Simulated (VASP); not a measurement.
# ZrMo2C2 (P4/mmm) in VASP: a series of runs, part 3 of 3

VASP 6.6.1. The steps go on from the part before.

**6. Relaxation of cell and atoms, PBE**

Input file INCAR:

```
SYSTEM = ZrMo2C2
  PREC = Accurate
  ENCUT = 600
  EDIFF = 1E-6
  ISMEAR = 0
  SIGMA = 0.1
  LREAL = .FALSE.
  LASPH = .TRUE.
  NELM = 100
  ALGO = Normal
  ISIF = 3
  LWAVE = .FALSE.
  LCHARG = .FALSE.
  GGA = PE
  IBRION = 2
  NSW = 100
  EDIFFG = -0.01
```

Input file KPOINTS:

```
Automatic mesh
0
G
  10 10 8
  0 0 0
```

Input file POSCAR:

```
ZrMo2C2
1.0
    3.6240971047      0.0000000000      0.0000000000
    0.0000000000      3.6240971047      0.0000000000
    0.0000000000      0.0000000000      4.6211730915
Zr Mo C
1 2 2
Direct
    0.0000000000      0.0000000000      0.0000000000
    0.5000000000      0.0000000000      0.5000000000
    0.0000000000      0.5000000000      0.5000000000
    0.5000000000      0.5000000000      0.8368787657
    0.5000000000      0.5000000000      0.1631212343
```

Potentials or basis: VASP PAW PBE potentials, release 64 (Zr_sv, Mo_sv, C).

On the command line:

```
cat potpaw_PBE.64/Zr_sv/POTCAR potpaw_PBE.64/Mo_sv/POTCAR potpaw_PBE.64/C/POTCAR > POTCAR
mpirun -np 1 vasp_std > vasp.out
```

OUTCAR:

```text
SYSTEM = ZrMo2C2
   PREC = Accurate
   ENCUT = 600
   EDIFF = 1E-6
   ISMEAR = 0
   LREAL = .FALSE.
   LASPH = .TRUE.
   NELM = 100
   ISIF = 3
   GGA = PE
   IBRION = 2
   NSW = 100
   EDIFFG = -0.01

 ion  position               nearest neighbor table
   1  0.000  0.000  0.000-   4 2.67   5 2.67   4 2.67   5 2.67   4 2.67   5 2.67   4 2.67   5 2.67
                             3 2.94   3 2.94   2 2.94   2 2.94   3 2.94   2 2.94   3 2.94   2 2.94
   2  0.500  0.000  0.500-   4 2.39   5 2.39   4 2.39   5 2.39   3 2.56   3 2.56   3 2.56   3 2.56
                             1 2.94   1 2.94   1 2.94   1 2.94
   3  0.000  0.500  0.500-   4 2.39   5 2.39   4 2.39   5 2.39   2 2.56   2 2.56   2 2.56   2 2.56
                             1 2.94   1 2.94   1 2.94   1 2.94
   4  0.500  0.500  0.837-   5 1.51   3 2.39   2 2.39   2 2.39   3 2.39   1 2.67   1 2.67   1 2.67
                             1 2.67
   5  0.500  0.500  0.163-   4 1.51   3 2.39   2 2.39   2 2.39   3 2.39   1 2.67   1 2.67   1 2.67
                             1 2.67

  LATTYP: Found a simple tetragonal cell.
 ALAT       =     3.6240971047
 C/A-ratio  =     1.2751239710

  Lattice vectors:

 A1 = (   3.6240971047,   0.0000000000,   0.0000000000)
 A2 = (   0.0000000000,   3.6240971047,   0.0000000000)
 A3 = (   0.0000000000,   0.0000000000,   4.6211730915)

Analysis of symmetry for initial positions (statically):
=====================================================================
 Subroutine PRICEL returns:
 Original cell was already a primitive cell.

 Routine SETGRP: Setting up the symmetry group for a
 simple tetragonal supercell.

 Subroutine GETGRP returns: Found 16 space group operations
 (whereof 16 operations were pure point group operations)
 out of a pool of 16 trial point group operations.

The static configuration has the point symmetry D_4h.

Analysis of symmetry for dynamics (positions and initial velocities):
=====================================================================
 Subroutine PRICEL returns:
 Original cell was already a primitive cell.

 Routine SETGRP: Setting up the symmetry group for a
 simple tetragonal supercell.

 Subroutine GETGRP returns: Found 16 space group operations
 (whereof 16 operations were pure point group operations)
 out of a pool of 16 trial point group operations.

The dynamic configuration has the point symmetry D_4h.

 Subroutine INISYM returns: Found 16 space group operations
 (whereof 16 operations are pure point group operations),
 and found     1 'primitive' translations

----------------------------------------------------------------------------------------

                                     Primitive cell

  volume of cell :      60.6949

  direct lattice vectors                    reciprocal lattice vectors
     3.624097105  0.000000000  0.000000000     0.275930796  0.000000000  0.000000000
     0.000000000  3.624097105  0.000000000     0.000000000  0.275930796  0.000000000
     0.000000000  0.000000000  4.621173092     0.000000000  0.000000000  0.216395270

  length of vectors
     3.624097105  3.624097105  4.621173092     0.275930796  0.275930796  0.216395270

  position of ions in fractional coordinates (direct lattice)
     0.000000000  0.000000000  0.000000000
     0.500000000  0.000000000  0.500000000
     0.000000000  0.500000000  0.500000000
     0.500000000  0.500000000  0.836878766
     0.500000000  0.500000000  0.163121234
[... 42 lines left out ...]
  0.500000  0.000000  0.000000      2.000000
[... 16 lines left out ...]
  0.100000  0.000000  0.125000      8.000000
  0.200000  0.000000  0.125000      8.000000
 [... further k-points ...]
   k-points           NKPTS =    105   k-points in BZ     NKDIM =    105   number of bands    NBANDS=     28
   number of dos      NEDOS =    301   number of ions     NIONS =      5
   total plane-waves  NPLWV =  36000
   dimension x,y,z NGX =    30 NGY =   30 NGZ =   40
   dimension x,y,z NGXF=    60 NGYF=   60 NGZF=   80
   ions per type =               1   2   2
   NGX,Y,Z   is equivalent  to a cutoff of  13.76, 13.76, 14.39 a.u.
   NGXF,Y,Z  is equivalent  to a cutoff of  27.52, 27.52, 28.78 a.u.
 SYSTEM =  ZrMo2C2
   PREC   = accura    normal or accurate (medium, high low for compatibility)
   ISTART =      0    job   : 0-new  1-cont  2-samecut
   ICHARG =      2    charge: 1-file 2-atom 10-const
   ISPIN  =      1    spin polarized calculation?
   LNONCOLLINEAR =      F non collinear calculations
   LSORBIT =      F    spin-orbit coupling
   LASPH  =      T    aspherical Exc in radial PAW
   ENCUT  =  600.0 eV  44.10 Ry    6.64 a.u.   7.24  7.24  9.23*2*pi/ulx,y,z
   NELM   =    100;   NELMIN=  2; NELMDL= -5     # of ELM steps
   EDIFF  = 0.1E-05   stopping-criterion for ELM
   LREAL  =      F    real-space projection
   EDIFFG = -.1E-01   stopping-criterion for IOM
   NSW    =    100    number of steps for IOM
   IBRION =      2    ionic relax: 0-MD 1-quasi-New 2-CG
   NFREE  =      1    steps in history (QN), initial steepest desc. (CG)
   ISIF   =      3    stress and relaxation
   ISYM   =      2    0-nonsym 1-usesym 2-fastsym
   POTIM  = 0.5000    time-step for ionic-motion
   TEBEG  =    0.0;   TEEND  =   0.0 temperature during run
   PSTRESS=    0.0 pullay stress
   NELECT =      48.0000    total number of electrons
   NUPDOWN=      -1.0000    fix difference up-down
   EMIN   =  10.00;   EMAX   =-10.00  energy-range for DOS
   EFERMI =   0.00;   METHOD = LEGACY
   ISMEAR =     0;   SIGMA  =   0.10  broadening in eV -4-tet -1-fermi 0-gaus
   EFERMI_NEDOS =   21; number of points for ismear=-14 and -15
   IALGO  =     38    algorithm
   IMIX   =      4    mixing-type and parameters
     AMIX     =   0.40;   BMIX     =  1.00
     AMIX_MAG =   1.60;   BMIX_MAG =  1.00
  volume/ion in A,a.u.               =      12.14        81.92
  Fermi-wavevector in a.u.,A,eV,Ry     =   1.513926  2.860905 31.184167  2.291972
  Thomas-Fermi vector in A             =   2.623652
   LORBIT       =      0    0 simple, 1 ext, 2 COOP (PROOUT), +10 PAW based schemes
   GGA     = PE    functional components
   LHFCALC =     F    Hartree Fock is set to
   AEXX    =    0.0000 exact exchange contribution
   IVDW    =     0    specifies the selected vdW correction
   LEPSILON=     F    determine dielectric tensor
   LRPA    =     F    only Hartree local field effects (RPA)
 conjugate gradient relaxation of ions
 non-spin polarized calculation
 Gauss-broadening in eV      SIGMA  =   0.10
  energy-cutoff  :      600.00
  volume of cell :       60.69
 maximum number of plane-waves:      2052
 NGX is ok and might be reduce to    30
   NGX = 15   NGY = 15   NGZ = 19

--------------------------------------- Ionic step        1  -------------------------------------------

 number of electron      47.9999996 magnetization

 Free energy of the ion-electron system (eV)
  ---------------------------------------------------
  ext. energy  EPLUGINS =         0.00000000
  ---------------------------------------------------
  free energy    TOTEN  =       -48.03791149 eV

  energy without entropy =      -48.02237343  energy(sigma->0) =      -48.03014246

------------------------ aborting loop because EDIFF is reached ----------------------------------------

  FORCE on cell =-STRESS in cart. coord.  units (eV):
  Direction    XX          YY          ZZ          XY          YZ          ZX
  --------------------------------------------------------------------------------------
  -------------------------------------------------------------------------------------
  Total        0.3141668      0.3141668     -0.0072129      0.0000000      0.0000000     -0.0000000
  in kB        8.2931385      8.2931385     -0.1904020      0.0000000      0.0000000     -0.0000000
  external PRESSURE =       5.4652916 kB  Pullay stress =       0.0000000 kB
[... 182 lines left out ...]
--------------------------------------- Ionic step        6  -------------------------------------------

 number of electron      47.9999995 magnetization

 Free energy of the ion-electron system (eV)
  ---------------------------------------------------
  ext. energy  EPLUGINS =         0.00000000
  ---------------------------------------------------
  free energy    TOTEN  =       -48.03850934 eV

  energy without entropy =      -48.02277563  energy(sigma->0) =      -48.03064249

 E-fermi :  12.4656     XC(G=0): -13.0661

 val. band max:       12.4618608503   @ k =   0.5000   0.5000   0.2500
 cond. band min:      12.4679452942   @ k =   0.1000   0.0000   0.0000
 fundamental gap:      0.0060844439
 Fermi energy:        12.4656310155

 k-point     1 :       0.0000    0.0000    0.0000
  band No.  band energies     occupation
      1     -48.9372      2.00000
      2     -48.4873      2.00000
      3     -36.9409      2.00000
      4     -23.5998      2.00000
      5     -23.5998      2.00000
      6     -23.1129      2.00000
[... 733 lines left out ...]
     27      14.8587      0.00000
     28      15.2243      0.00000

 [... further k-points ...]
[... 5 lines left out ...]
  --------------------------------------------------------------------------------------
  -------------------------------------------------------------------------------------
  Total       -0.0034052     -0.0034052     -0.0022302      0.0000000     -0.0000000     -0.0000000
  in kB       -0.0896683     -0.0896683     -0.0587275      0.0000000     -0.0000000     -0.0000000
  external PRESSURE =      -0.0793547 kB  Pullay stress =       0.0000000 kB
[... 20 lines left out ...]
  FREE ENERGIE OF THE ION-ELECTRON SYSTEM (eV)
  ---------------------------------------------------
  free  energy   TOTEN  =       -48.0385093400 eV

  energy  without entropy=      -48.0227756335  energy(sigma->0) =      -48.03064249

 reached required accuracy - stopping structural energy minimisation
```

OSZICAR:

```text
N       E                     dE             d eps       ncg     rms          rms(c)
DAV:   1     0.560126663745E+03    0.56013E+03   -0.31501E+04  5880   0.199E+03
DAV:   2    -0.160108493269E+02   -0.57614E+03   -0.56158E+03  6300   0.537E+02
DAV:   3    -0.512338065664E+02   -0.35223E+02   -0.34053E+02  9376   0.109E+02
DAV:   4    -0.522921337361E+02   -0.10583E+01   -0.10416E+01  8116   0.153E+01
[... 45 lines left out ...]
DAV:   1    -0.480385262424E+02   -0.32012E-04   -0.59622E-03  5904   0.514E-01    0.348E-02
DAV:   2    -0.480385162183E+02    0.10024E-04   -0.14370E-04  7208   0.649E-02    0.162E-02
DAV:   3    -0.480385106275E+02    0.55909E-05   -0.21775E-05  7480   0.273E-02    0.897E-03
DAV:   4    -0.480385093547E+02    0.12727E-05   -0.60322E-06  6472   0.142E-02    0.274E-03
DAV:   5    -0.480385093400E+02    0.14721E-07   -0.29882E-07  3372   0.376E-03
   6 F= -.48038509E+02 E0= -.48030642E+02  d E =-.155019E-04
```

CONTCAR:

```text
ZrMo2C2
   1.00000000000000
     3.6312017960103904   -0.0000000000000000   -0.0000000000000000
    -0.0000000000000000    3.6312017960103904    0.0000000000000000
    -0.0000000000000000    0.0000000000000000    4.6143372610685125
  Zr              Mo              C
     1     2     2
Direct
     1.0000000000000000    0.0000000000000000    1.0000000000000000
     0.5000000000000000    0.0000000000000000    0.5000000000000000
     0.0000000000000000    0.5000000000000000    0.5000000000000000
     0.5000000000000000    0.5000000000000000    0.8367051147119734
     0.5000000000000000    0.5000000000000000    0.1632948852880265

  0.00000000E+00  0.00000000E+00  0.00000000E+00
  0.00000000E+00  0.00000000E+00  0.00000000E+00
  0.00000000E+00  0.00000000E+00  0.00000000E+00
  0.00000000E+00  0.00000000E+00  0.00000000E+00
  0.00000000E+00  0.00000000E+00  0.00000000E+00
```

It took 23 min on 1 thread of Intel Xeon 8259CL, shared host; peak memory 0.32 GiB.

What came out:

| Quantity | Value |
| --- | --- |
| Free energy | -48.0385 eV |
| Relaxed volume | 12.17 Å³/atom |
| Relaxed cell | a = 3.631 Å, b = 3.631 Å, c = 4.614 Å, α = 90.00°, β = 90.00°, γ = 90.00° |
| Space group after relaxing (to 0.1 Å) | P4/mmm (No. 123) |
| Energy gained by relaxing | 0.1 meV/atom |
| Ionic steps | 6 |
| Pressure after relaxing | 0.0 GPa |
| Largest force after relaxing | 0.007 eV/Å |
| Band gap on the k mesh | zero (bands 24 and 25 overlap by 1.23 eV) |

Forces on the atoms (eV/Å):
```
Zr   0.000  0.000  0.000
Mo   0.000  0.000  0.000
Mo   0.000  0.000  0.000
C    0.000  0.000  0.007
C    0.000  0.000 -0.007
```

The path:
```tsv
step	energy change (eV)	largest force (eV/Å)	pressure (GPa)	volume (Å³)
1	0.0000	0.0087	0.55	60.69
2	0.0000	0.0163	-0.86	61.06
3	-0.0005	0.0031	-0.18	60.87
4	-0.0006	0.0304	0.07	60.83
5	-0.0006	0.0233	0.01	60.84
6	-0.0006	0.0066	-0.01	60.84
```

Final structure:
```
Zr Mo C
1.0
     3.63120    0.00000    0.00000
     0.00000    3.63120    0.00000
     0.00000    0.00000    4.61434
Zr Mo C
1 2 2
Direct
  0.00000 0.00000 0.00000
  0.50000 0.00000 0.50000
  0.00000 0.50000 0.50000
  0.50000 0.50000 0.83671
  0.50000 0.50000 0.16329
```

**7. Overview**

```tsv
task	spin	cell	k mesh	cutoff (eV)	gap on the mesh (eV)	pressure (GPa)	relaxed volume (Å³/atom)	largest force (eV/Å)
single point	off	a = 3.629, b = 3.629, c = 4.614 Å, 5 atoms, atomic positions A	10 × 10 × 8	520	none	0.5	-	0.02
relaxation of cell and atoms	off	relaxed from a = 4.389, b = 4.389, c = 4.315 Å, 5 atoms, atomic positions B	4 × 4 × 4	600	none	-0.1	12.18	0.03
relaxation of cell and atoms	off	relaxed from a = 3.632, b = 3.632, c = 4.609 Å, 5 atoms, atomic positions C	6 × 6 × 4	600	none	0.1	12.15	0.02
single point	collinear	a = 3.624, b = 3.624, c = 4.621 Å, 5 atoms, atomic positions A	6 × 6 × 4	520	none	0.5	-	0.02
relaxation of cell and atoms	off	relaxed from a = 3.624, b = 3.624, c = 4.621 Å, 5 atoms, atomic positions A	10 × 10 × 8	600	none	0.0	12.17	0.01
```

Alike in all rows: level PBE; potentials or basis VASP PAW PBE potentials, release 64 (Zr_sv, Mo_sv, C); smearing gaussian 0.1 eV.

Caveats: some runs use coarse meshes; the volume moved by over 15 % at a fixed basis, so the end points are rough (at least some runs).

Absolute energies hang on the potentials; compare differences alone.

The gap in the log of VASP goes by the Fermi energy; the results here count the filled bands.